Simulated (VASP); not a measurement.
# BaTiO3 (Pm-3m) in VASP: a series of runs, part 2 of 2

VASP 6.6.1. Earlier steps stand in the parts before.

## 4. Single point, PBEsol

This run uses another cell than the first one, of 13.54 Å³/atom.

The input, INCAR:

```
SYSTEM = BaTiO3
PREC     = Accurate       ! precision mode
ENCUT    = 1340           ! plane-wave cutoff, eV
EDIFF    = 1E-6           ! SCF threshold, eV
ISMEAR   = 0              ! smearing method
SIGMA    = 0.01           ! smearing width, eV
LREAL    = .FALSE.        ! projectors in reciprocal space
LASPH    = .TRUE.         ! aspherical terms in the spheres
NELM     = 120            ! most SCF steps
ALGO     = Normal         ! electronic algorithm
ISIF     = 2              ! what is computed and relaxed
LWAVE    = .FALSE.        ! write WAVECAR
LCHARG   = .FALSE.        ! write CHGCAR
GGA      = PS             ! functional
NBANDS   = 28             ! bands
GGA_COMPAT= .FALSE.
```

The input, KPOINTS:

```
Automatic mesh
0
G
  4 4 4
  0 0 0
```

The input, POSCAR:

```
BaTiO3
1.0
    4.0759879141      0.0000000000      0.0000000000
    0.0000000000      4.0759879141      0.0000000000
    0.0000000000      0.0000000000      4.0759879141
Ba Ti O
1 1 3
Direct
    0.5000000000      0.5000000000      0.5000000000
    0.0000000000      0.0000000000      0.0000000000
    0.5000000000      0.0000000000      0.0000000000
    0.0000000000      0.5000000000      0.0000000000
    0.0000000000      0.0000000000      0.5000000000
```

Potentials or basis: VASP PAW PBE potentials, release 64 (Ba_sv, Ti_sv, O_h).

The run is started by

```bash
$ cat potpaw_PBE.64/Ba_sv/POTCAR potpaw_PBE.64/Ti_sv/POTCAR potpaw_PBE.64/O_h/POTCAR > POTCAR
$ mpirun -np 1 vasp_std > vasp.out
```

OUTCAR:

```text
SYSTEM = BaTiO3
   PREC = Accurate
   ENCUT = 1340
   EDIFF = 1E-6
   ISMEAR = 0
   LREAL = .FALSE.
   LASPH = .TRUE.
   NELM = 120
   ISIF = 2
   GGA = PS

 ion  position               nearest neighbor table
   1  0.500  0.500  0.500-   3 2.88   4 2.88   5 2.88   3 2.88   4 2.88   3 2.88   5 2.88   3 2.88
                             4 2.88   5 2.88   4 2.88   5 2.88   2 3.53   2 3.53   2 3.53   2 3.53
   2  0.000  0.000  0.000-   3 2.04   4 2.04   5 2.04   5 2.04   4 2.04   3 2.04   1 3.53   1 3.53
                             1 3.53   1 3.53   1 3.53   1 3.53   1 3.53   1 3.53
   3  0.500  0.000  0.000-   2 2.04   2 2.04   1 2.88   1 2.88   1 2.88   1 2.88
   4  0.000  0.500  0.000-   2 2.04   2 2.04   1 2.88   1 2.88   1 2.88   1 2.88
   5  0.000  0.000  0.500-   2 2.04   2 2.04   1 2.88   1 2.88   1 2.88   1 2.88

  LATTYP: Found a simple cubic cell.
 ALAT       =     4.0759879141

  Lattice vectors:

 A1 = (   4.0759879141,   0.0000000000,   0.0000000000)
 A2 = (   0.0000000000,   4.0759879141,   0.0000000000)
 A3 = (   0.0000000000,   0.0000000000,   4.0759879141)

Analysis of symmetry for initial positions (statically):
=====================================================================
 Subroutine PRICEL returns:
 Original cell was already a primitive cell.

 Routine SETGRP: Setting up the symmetry group for a
 simple cubic supercell.

 Subroutine GETGRP returns: Found 48 space group operations
 (whereof 48 operations were pure point group operations)
 out of a pool of 48 trial point group operations.

The static configuration has the point symmetry O_h .

Analysis of symmetry for dynamics (positions and initial velocities):
=====================================================================
 Subroutine PRICEL returns:
 Original cell was already a primitive cell.

 Routine SETGRP: Setting up the symmetry group for a
 simple cubic supercell.

[... 113 lines left out ...]
   IMIX   =      4    mixing-type and parameters
     AMIX     =   0.40;   BMIX     =  1.00
     AMIX_MAG =   1.60;   BMIX_MAG =  1.00
  volume/ion in A,a.u.               =      13.54        91.40
  Fermi-wavevector in a.u.,A,eV,Ry     =   1.373605  2.595738 25.671355  1.886791
  Thomas-Fermi vector in A             =   2.499107
   LORBIT       =      0    0 simple, 1 ext, 2 COOP (PROOUT), +10 PAW based schemes
   GGA     = PS    functional components
   LHFCALC =     F    Hartree Fock is set to
   AEXX    =    0.0000 exact exchange contribution
   IVDW    =     0    specifies the selected vdW correction
   LEPSILON=     F    determine dielectric tensor
   LRPA    =     F    only Hartree local field effects (RPA)
 non-spin polarized calculation
 Gauss-broadening in eV      SIGMA  =   0.01
  energy-cutoff  :     1340.00
  volume of cell :       67.72
 maximum number of plane-waves:      7568
 NGX is ok and might be reduce to    50
   NGX = 25   NGY = 25   NGZ = 25

 number of electron      40.0000004 magnetization

 Free energy of the ion-electron system (eV)
  ---------------------------------------------------
  ext. energy  EPLUGINS =         0.00000000
  ---------------------------------------------------
  free energy    TOTEN  =       -41.83570221 eV

  energy without entropy =      -41.83570221  energy(sigma->0) =      -41.83570221

 E-fermi :   3.8297     XC(G=0): -11.2361

 val. band max:        3.6196071754   @ k =   0.5000   0.5000   0.5000
 cond. band min:       5.2004605220   @ k =   0.0000   0.0000   0.0000
 fundamental gap:      1.5808533467
 Fermi energy:         3.8296961154

 k-point     1 :       0.0000    0.0000    0.0000
  band No.  band energies     occupation
      1     -52.9987      2.00000
      2     -29.2918      2.00000
      3     -29.2918      2.00000
      4     -29.2918      2.00000
      5     -21.2698      2.00000
      6     -13.0621      2.00000
[... 299 lines left out ...]
     27      10.7532      0.00000
     28      10.7532      0.00000

------------------------ aborting loop because EDIFF is reached ----------------------------------------

  FORCE on cell =-STRESS in cart. coord.  units (eV):
  Direction    XX          YY          ZZ          XY          YZ          ZX
  --------------------------------------------------------------------------------------
  -------------------------------------------------------------------------------------
  Total       -4.4425378     -4.4425378     -4.4425378      0.0000000      0.0000000      0.0000000
  in kB     -105.1097608   -105.1097608   -105.1097608      0.0000000      0.0000000      0.0000000
  external PRESSURE =    -105.1097608 kB  Pullay stress =       0.0000000 kB

 VOLUME and BASIS-vectors are now :
 -----------------------------------------------------------------------------
  energy-cutoff  :     1340.00
  volume of cell :       67.72
      direct lattice vectors                 reciprocal lattice vectors
     4.075987914  0.000000000  0.000000000     0.245339295  0.000000000  0.000000000
     0.000000000  4.075987914  0.000000000     0.000000000  0.245339295  0.000000000
     0.000000000  0.000000000  4.075987914     0.000000000  0.000000000  0.245339295

 POSITION                                       TOTAL-FORCE (eV/Angst)
 -----------------------------------------------------------------------------------
      2.03799      2.03799      2.03799         0.000000      0.000000      0.000000
      0.00000      0.00000      0.00000         0.000000      0.000000      0.000000
      2.03799      0.00000      0.00000         0.000000      0.000000      0.000000
      0.00000      2.03799      0.00000         0.000000      0.000000      0.000000
      0.00000      0.00000      2.03799         0.000000      0.000000      0.000000
 -----------------------------------------------------------------------------------
    total drift:                                0.000000      0.000000     -0.000000

  FREE ENERGIE OF THE ION-ELECTRON SYSTEM (eV)
  ---------------------------------------------------
  free  energy   TOTEN  =       -41.8357022064 eV

  energy  without entropy=      -41.8357022064  energy(sigma->0) =      -41.83570221
```

OSZICAR:

```text
N       E                     dE             d eps       ncg     rms          rms(c)
DAV:   1     0.641697216163E+03    0.64170E+03   -0.34237E+04   560   0.304E+03
DAV:   2     0.705255329487E+02   -0.57117E+03   -0.54857E+03   576   0.619E+02
DAV:   3    -0.445666432488E+02   -0.11509E+03   -0.10807E+03   820   0.207E+02
DAV:   4    -0.521555982216E+02   -0.75890E+01   -0.75583E+01   728   0.517E+01
DAV:   5    -0.524002265887E+02   -0.24463E+00   -0.24442E+00   844   0.911E+00    0.217E+01
DAV:   6    -0.421760102160E+02    0.10224E+02   -0.54111E+01   828   0.616E+01    0.998E+00
DAV:   7    -0.420505960171E+02    0.12541E+00   -0.10259E+01   772   0.217E+01    0.615E+00
DAV:   8    -0.418473444938E+02    0.20325E+00   -0.80942E-01   676   0.743E+00    0.313E+00
DAV:   9    -0.418722201405E+02   -0.24876E-01   -0.37202E-01   804   0.516E+00    0.171E+00
DAV:  10    -0.418403832647E+02    0.31837E-01   -0.17862E-01   668   0.423E+00    0.618E-01
DAV:  11    -0.418357891548E+02    0.45941E-02   -0.20079E-02   752   0.877E-01    0.182E-01
DAV:  12    -0.418359798291E+02   -0.19067E-03   -0.29271E-03   676   0.510E-01    0.136E-01
DAV:  13    -0.418357120250E+02    0.26780E-03   -0.93100E-04   696   0.308E-01    0.377E-02
DAV:  14    -0.418357028354E+02    0.91896E-05   -0.47500E-05   752   0.515E-02    0.106E-02
DAV:  15    -0.418357029569E+02   -0.12152E-06   -0.10912E-05   696   0.194E-02    0.843E-03
DAV:  16    -0.418357022064E+02    0.75048E-06   -0.52044E-06   624   0.183E-02
   1 F= -.41835702E+02 E0= -.41835702E+02  d E =0.000000E+00
```

stdout:

```text
POSCAR found type information on POSCAR BaTiO
 POSCAR found :  3 types and       5 ions
 scaLAPACK will be used
 -----------------------------------------------------------------------------
|                                                                             |
|                                                                             |
|     You enforced a specific xc type in the INCAR file but a different       |
|     I HOPE YOU KNOW WHAT YOU ARE DOING!                                     |
|                                                                             |
 -----------------------------------------------------------------------------

 LDA part: xc-table for (Slater+PW92), standard interpolation
 POSCAR, INCAR and KPOINTS ok, starting setup
 FFT: planning ... GRIDC
 FFT: planning ... GRID_SOFT
 FFT: planning ... GRID
 WAVECAR not read
 entering main loop
```

Wall time 86 s (1 thread of Intel Xeon Platinum 8259CL at 2.50GHz (Skylake/Cascade Lake), shared host); peak memory 0.39 GiB.

Results:

| Quantity | Value |
| --- | --- |
| Free energy | -41.8357 eV |
| Pressure | -10.5 GPa |
| Band gap on the k mesh | 1.58 eV (least direct gap 1.77 eV) |

Caveat: the cell stands under tension; the PAW data sets were made with another functional, which shifts forces and pressure a little; spin-orbit coupling is left out, which moves the levels of the heavy elements. Expect the measured gap to be larger: semilocal functionals such as PBEsol lack the derivative discontinuity.

## 5. The runs side by side

```tsv
cell	gap on the mesh (eV)	pressure (GPa)
a = 3.933 Å, 5 atoms	1.78	7.4
a = 4.110 Å, 5 atoms	1.53	-13.6
a = 4.076 Å, 5 atoms	1.58	-10.5
```

Alike in all rows: task single point; level PBEsol; potentials or basis VASP PAW PBE potentials, release 64 (Ba_sv, Ti_sv, O_h); no spin polarisation; k mesh 4 × 4 × 4; cutoff (eV) 1340; smearing gaussian 0.01 eV.

Caveats: the PAW data sets were made with another functional, which shifts forces and pressure a little; spin-orbit coupling is left out, which moves the levels of the heavy elements; the cell stands under tension (at least some runs); the cell stands under pressure (at least some runs).

Absolute energies hang on the potentials; compare differences alone.
